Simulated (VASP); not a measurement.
# Ni (I4/mmm) in VASP: further runs

The runs below take Ni through single point, with PBEsol.

Program: VASP 6.6.1. These are calculated values, not measurements. Logs are shortened: lines on timing, memory, paths and dates and some standing lists are left out, and cuts for length are marked.

## Step 1: The cell of the first run

It takes space group I4/mmm (No. 139, tetragonal). The conventional cell has a = 2.772 Å, b = 2.772 Å, c = 2.609 Å, α = 90.00°, β = 90.00°, γ = 90.00°. Within 3.1 Å of Ni (site symmetry 4/mmm) lie 14 Ni at 2.35 to 2.77 Å.

## Step 2: Single point, PBEsol, collinear spin, ferromagnetic start

Contents of INCAR:

```
SYSTEM = Ni
  PREC = Accurate
  ENCUT = 520
  EDIFF = 1E-6
  ISMEAR = 0
  SIGMA = 0.1
  LREAL = .False.
  LASPH = .True.
  NELM = 150
  ALGO = Normal
  ISIF = 2
  LWAVE = .False.
  LCHARG = .False.
  ISPIN = 2
  MAGMOM = 2
  LORBIT = 11
  LMAXMIX = 4
  GGA = PS
  NBANDS = 15
```

Contents of KPOINTS:

```
Automatic mesh
0
Gamma
  10 10 10
  0 0 0
```

Contents of POSCAR:

```
Ni
1.0
   -1.3858770668      1.3858770668      1.3042789961
    1.3858770668     -1.3858770668      1.3042789961
    1.3858770668      1.3858770668     -1.3042789961
Ni
1
Direct
    0.0000000000      0.0000000000      0.0000000000
```

Potentials or basis: VASP PAW PBE potentials, release 64 (Ni).

On the command line:

```
$ cat potpaw_PBE.64/Ni/POTCAR > POTCAR
$ mpirun -np 1 vasp_std > vasp.out
```

OUTCAR:

```text
SYSTEM = Ni
   PREC = Accurate
   ENCUT = 520
   EDIFF = 1E-6
   ISMEAR = 0
   LREAL = .False.
   LASPH = .True.
   NELM = 150
   ISIF = 2
   ISPIN = 2
   LORBIT = 11
   GGA = PS

 ion  position               nearest neighbor table
   1  0.000  0.000  0.000-

  LATTYP: Found a body centered tetragonal cell.
 ALAT       =     2.7717541336
 C/A-ratio  =     0.9411217108

  Lattice vectors:

 A1 = (  -1.3858770668,   1.3858770668,   1.3042789961)
 A2 = (   1.3858770668,  -1.3858770668,   1.3042789961)
 A3 = (   1.3858770668,   1.3858770668,  -1.3042789961)

Analysis of symmetry for initial positions (statically):
=====================================================================
 Subroutine PRICEL returns:
 Original cell was already a primitive cell.

 Routine SETGRP: Setting up the symmetry group for a
 body centered tetragonal supercell.

 Subroutine GETGRP returns: Found 16 space group operations
 (whereof 16 operations were pure point group operations)
 out of a pool of 16 trial point group operations.

The static configuration has the point symmetry D_4h.

Analysis of symmetry for dynamics (positions and initial velocities):
=====================================================================
 Subroutine PRICEL returns:
 Original cell was already a primitive cell.

 Routine SETGRP: Setting up the symmetry group for a
 body centered tetragonal supercell.

 Subroutine GETGRP returns: Found 16 space group operations
 (whereof 16 operations were pure point group operations)
 out of a pool of 16 trial point group operations.

The dynamic configuration has the point symmetry D_4h.

Analysis of structural, dynamic, and magnetic symmetry:
=====================================================================
 Subroutine PRICEL returns:
 Original cell was already a primitive cell.

 Routine SETGRP: Setting up the symmetry group for a
 body centered tetragonal supercell.

 Subroutine GETGRP returns: Found 16 space group operations
 (whereof 16 operations were pure point group operations)
 out of a pool of 16 trial point group operations.

The overall configuration has the point symmetry D_4h.

 Subroutine INISYM returns: Found 16 space group operations
 (whereof 16 operations are pure point group operations),
 and found     1 'primitive' translations

----------------------------------------------------------------------------------------

                                     Primitive cell

  volume of cell :      10.0203

  direct lattice vectors                    reciprocal lattice vectors
    -1.385877067  1.385877067  1.304278996     0.000000000  0.360782361  0.383353563
[... 121 lines left out ...]
   NGX =  9   NGY =  9   NGZ =  9

 number of electron      10.0000000 magnetization       2.0000000

 number of electron       9.9999998 magnetization       0.3704970

 Free energy of the ion-electron system (eV)
  ---------------------------------------------------
  ext. energy  EPLUGINS =         0.00000000
  ---------------------------------------------------
  free energy    TOTEN  =        -6.02879703 eV

  energy without entropy =       -6.02134338  energy(sigma->0) =       -6.02507021

 E-fermi :  10.2440     XC(G=0): -13.9257

 val. band max:       10.2288265338   @ k =   0.5000   0.5000   0.4000
 cond. band min:      10.2488575658   @ k =   0.4000   0.2000   0.0000
 fundamental gap:      0.0200310320
 Fermi energy:        10.2439825699

 spin component 1

 k-point     1 :       0.0000    0.0000    0.0000
  band No.  band energies     occupation
      1       0.7565      1.00000
      2       7.6256      1.00000
      3       7.9946      1.00000
      4       7.9946      1.00000
      5       9.1594      1.00000
      6       9.6416      1.00000
      7      36.9548      0.00000
      8      36.9548      0.00000
      9      38.6566      0.00000
     10      42.4773      0.00000
     11      43.6648      0.00000
     12      43.6775      0.00000
     13      44.3370      0.00000
     14      44.3370      0.00000
[... 403 lines left out ...]
      4       9.4219      1.00000
      5       9.5696      1.00000
      6      14.9324      0.00000
      7      18.6804      0.00000
      8      20.6604      0.00000
      9      30.6446      0.00000
     10      39.7756      0.00000
     11      42.2709      0.00000
     12      49.1848      0.00000
     13      52.9146      0.00000
     14      54.7394      0.00000
     15      57.3914      0.00000

 [... further k-points ...]

 spin component 2

 k-point     1 :       0.0000    0.0000    0.0000
  band No.  band energies     occupation
      1       0.7532      1.00000
      2       8.1001      1.00000
      3       8.4241      1.00000
      4       8.4241      1.00000
      5       9.5417      1.00000
      6       9.9274      1.00000
      7      36.9042      0.00000
      8      36.9042      0.00000
      9      38.6020      0.00000
     10      42.4674      0.00000
     11      43.6114      0.00000
     12      43.8002      0.00000
     13      44.4283      0.00000
     14      44.4283      0.00000
[... 403 lines left out ...]
      4       9.8134      1.00000
      5       9.9603      0.99997
      6      15.1407      0.00000
      7      18.8386      0.00000
      8      20.7858      0.00000
      9      30.7041      0.00000
     10      39.7778      0.00000
     11      42.2665      0.00000
     12      49.3040      0.00000
     13      53.0318      0.00000
     14      54.9087      0.00000
     15      58.0031      0.00000

 [... further k-points ...]
[... 5 lines left out ...]
  --------------------------------------------------------------------------------------
  -------------------------------------------------------------------------------------
  Total        0.6781880      0.6781880      0.4623214      0.0000000     -0.0000000     -0.0000000
  in kB      108.4378147    108.4378147     73.9221597      0.0000000     -0.0000000     -0.0000000
  external PRESSURE =      96.9325963 kB  Pullay stress =       0.0000000 kB

 VOLUME and BASIS-vectors are now :
 -----------------------------------------------------------------------------
  energy-cutoff  :      520.00
  volume of cell :       10.02
      direct lattice vectors                 reciprocal lattice vectors
    -1.385877067  1.385877067  1.304278996     0.000000000  0.360782361  0.383353563
     1.385877067 -1.385877067  1.304278996     0.360782361  0.000000000  0.383353563
     1.385877067  1.385877067 -1.304278996     0.360782361  0.360782361  0.000000000

 POSITION                                       TOTAL-FORCE (eV/Angst)
 -----------------------------------------------------------------------------------
      0.00000      0.00000      0.00000         0.000000      0.000000      0.000000
 -----------------------------------------------------------------------------------
    total drift:                                0.000000      0.000000      0.000000

  FREE ENERGIE OF THE ION-ELECTRON SYSTEM (eV)
  ---------------------------------------------------
  free  energy   TOTEN  =        -6.0287970297 eV

  energy  without entropy=       -6.0213433829  energy(sigma->0) =       -6.02507021

 total charge

# of ion       s       p       d       tot
------------------------------------------
    1        0.530   0.570   8.378   9.478

 magnetization (x)

# of ion       s       p       d       tot
------------------------------------------
    1       -0.005  -0.014   0.391   0.372
```

OSZICAR:

```text
N       E                     dE             d eps       ncg     rms          rms(c)
DAV:   1     0.328186473796E+02    0.32819E+02   -0.43263E+03  6562   0.934E+02
DAV:   2    -0.555800072543E+01   -0.38377E+02   -0.35382E+02  6813   0.165E+02
DAV:   3    -0.692412922331E+01   -0.13661E+01   -0.13551E+01  7654   0.303E+01
DAV:   4    -0.693113729470E+01   -0.70081E-02   -0.70068E-02  7445   0.208E+00
DAV:   5    -0.693120003317E+01   -0.62738E-04   -0.62735E-04  7774   0.175E-01    0.127E+01
DAV:   6    -0.629538669145E+01    0.63581E+00   -0.11593E+01  8570   0.403E+01    0.529E+00
DAV:   7    -0.604746679906E+01    0.24792E+00   -0.18755E+00  7880   0.142E+01    0.213E+00
DAV:   8    -0.603132220780E+01    0.16145E-01   -0.29198E-02  8147   0.119E+00    0.969E-01
DAV:   9    -0.602910394336E+01    0.22183E-02   -0.16288E-03  9838   0.279E-01    0.376E-01
DAV:  10    -0.602870053190E+01    0.40341E-03   -0.80283E-04  9874   0.208E-01    0.116E-01
DAV:  11    -0.602877316433E+01   -0.72632E-04   -0.31045E-04  9207   0.159E-01    0.603E-02
DAV:  12    -0.602879650840E+01   -0.23344E-04   -0.14335E-04  9100   0.111E-01    0.112E-02
DAV:  13    -0.602879702966E+01   -0.52126E-06   -0.23501E-06  6647   0.145E-02
   1 F= -.60287970E+01 E0= -.60250702E+01  d E =-.745365E-02  mag=     0.3715
```

stdout:

```text
POSCAR found type information on POSCAR Ni
 POSCAR found :  1 types and       1 ions
 scaLAPACK will be used
 -----------------------------------------------------------------------------
|                                                                             |
|                                                                             |
|     You enforced a specific xc type in the INCAR file but a different       |
|     I HOPE YOU KNOW WHAT YOU ARE DOING!                                     |
|                                                                             |
 -----------------------------------------------------------------------------

 LDA part: xc-table for (Slater+PW92), standard interpolation
 POSCAR, INCAR and KPOINTS ok, starting setup
 FFT: planning ... GRIDC
 FFT: planning ... GRID_SOFT
 FFT: planning ... GRID
 WAVECAR not read
 entering main loop
```

Run time: 27 s. Hardware: 1 thread of Intel Xeon Platinum 8259CL at 2.50GHz (Skylake/Cascade Lake), shared host; peak memory 0.14 GiB.

What came out:

| Item | Value |
| --- | --- |
| Free energy | -6.0288 eV |
| Pressure | 9.7 GPa |
| Net moment | 0.37 μB per cell |
| Site moments | Ni +0.37 μB |
| Valence electrons inside the program's atomic spheres | Ni 9.48 |

Stress tensor (GPa, compression positive):
```
10.84  0.00  0.00
 0.00 10.84  0.00
 0.00  0.00  7.39
```

Caveat: the PAW data sets were made with another functional, which shifts forces and pressure a little.

## Step 3: Single point, PBEsol, collinear spin, ferromagnetic start

Contents of INCAR:

```
SYSTEM = Ni
  PREC = Accurate
  ENCUT = 590
  EDIFF = 1E-6
  ISMEAR = 0
  SIGMA = 0.1
  LREAL = .False.
  LASPH = .True.
  NELM = 200
  ALGO = Normal
  ISIF = 2
  LWAVE = .False.
  LCHARG = .False.
  ISPIN = 2
  MAGMOM = 2
  LORBIT = 11
  LMAXMIX = 4
  GGA = PS
  NBANDS = 19
  GGA_COMPAT = .False.
```

KPOINTS is that of step 2.

POSCAR is that of step 2.

Potentials or basis: VASP PAW PBE potentials, release 64 (Ni_sv_GW).

On the command line:

```
$ cat potpaw_PBE.64/Ni_sv_GW/POTCAR > POTCAR
$ mpirun -np 1 vasp_std > vasp.out
```

It took 27 s on 1 thread of Intel Xeon 6975P-C (Granite Rapids), shared host; peak memory 0.17 GiB.

Results (log left out):

| Item | Value |
| --- | --- |
| Free energy | -6.9596 eV |
| Pressure | 5.9 GPa |
| Net moment | 0.39 μB per cell |
| Site moments | Ni +0.41 μB |
| Valence electrons inside the program's atomic spheres | Ni 16.45 |

Stress tensor (GPa, compression positive):
```
7.30 0.00 0.00
0.00 7.30 0.00
0.00 0.00 3.20
```

Levels at points of the mesh, in eV from the Fermi level:
Spin up:
| k point | band 5 | band 6 | band 7 | band 8 | band 9 | band 10 | band 11 | band 12 | band 13 | band 14 |
| --- | --- | --- | --- | --- | --- | --- | --- | --- | --- | --- |
| (0.00, 0.00, 0.00) | -9.60 | -2.65 | -2.28 | -2.28 | -1.11 | -0.61 | 26.41 | 26.41 | 28.11 | 31.83 |
| (0.50, 0.00, 0.00) | -5.08 | -3.62 | -0.85 | -0.54 | 0.17 | 0.25 | 7.40 | 19.19 | 20.51 | 24.25 |
| (0.50, 0.50, 0.00) | -5.12 | -3.18 | -1.22 | -0.70 | -0.29 | 0.13 | 6.66 | 20.72 | 22.58 | 25.79 |
| (0.50, 0.50, 0.50) | -4.67 | -4.65 | -0.11 | -0.11 | -0.04 | 9.35 | 9.35 | 11.95 | 15.78 | 16.78 |
Spin down:
| k point | band 6 | band 7 | band 8 | band 9 | band 10 | band 11 | band 12 | band 13 |
| --- | --- | --- | --- | --- | --- | --- | --- | --- |
| (0.00, 0.00, 0.00) | -2.16 | -1.83 | -1.83 | -0.70 | -0.31 | 26.36 | 26.36 | 28.05 |
| (0.50, 0.00, 0.00) | -3.20 | -0.51 | -0.11 | 0.24 | 0.72 | 7.64 | 19.17 | 20.57 |
| (0.50, 0.50, 0.00) | -2.76 | -0.77 | -0.40 | -0.31 | 0.65 | 6.95 | 20.67 | 22.66 |
| (0.50, 0.50, 0.50) | -4.37 | 0.40 | 0.40 | 0.54 | 9.37 | 9.37 | 11.98 | 15.86 |

Caveat: the PAW data sets were made with another functional, which shifts forces and pressure a little.
